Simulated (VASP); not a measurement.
Write the native input for VASP 6.6.1 that does the following.

| Quantity | Value |
| --- | --- |
| Task | single point |
| Functional | LDA |
| Potentials or basis | VASP PAW LDA potentials, release 64 (Si) |
| Cutoff | 520 eV |
| k mesh | 12 × 12 × 12 |
| Occupations | gaussian, width 0.05 eV |
| Spin | no spin polarisation |
| Dipole correction | no |
| Further INCAR settings | ALGO = Normal; EDIFF = 1e-06; NBANDS = 11 |

The structure of Si lies in POSCAR:

```
Si
1.0
    0.0000000000      2.7154700000      2.7154700000
    2.7154700000      0.0000000000      2.7154700000
    2.7154700000      2.7154700000      0.0000000000
Si
2
Direct
    0.5000000000      0.5000000000      0.5000000000
    0.7500000000      0.7500000000      0.7500000000
```

One way to write it, as run:

INCAR

```
SYSTEM = Si
PREC = Accurate
ENCUT = 520
EDIFF = 1E-6
ISMEAR = 0
SIGMA = 0.05
LREAL = .FALSE.
LASPH = .TRUE.
NELM = 60
ALGO = Normal
ISIF = 2
LWAVE = .FALSE.
LCHARG = .FALSE.
GGA = CA
NBANDS = 11
```

KPOINTS

```
Automatic mesh
0
G
  12 12 12
  0 0 0
```

Potentials or basis: VASP PAW LDA potentials, release 64 (Si).

Launch:

```bash
$ cat potpaw_LDA.64/Si/POTCAR > POTCAR
$ mpirun -np 1 vasp_std > vasp.out
```

Results of the run:

| Quantity | Value |
| --- | --- |
| Pressure | -1.5 GPa |
| Band gap on the k mesh | 0.47 eV, indirect (least direct gap 2.52 eV) |

Run time: 28 s on 1 thread of Intel(R) Xeon(R) Platinum 8259CL CPU @ 2.50GHz (Skylake/Cascade Lake), on a shared host, peak memory 0.15 GiB.
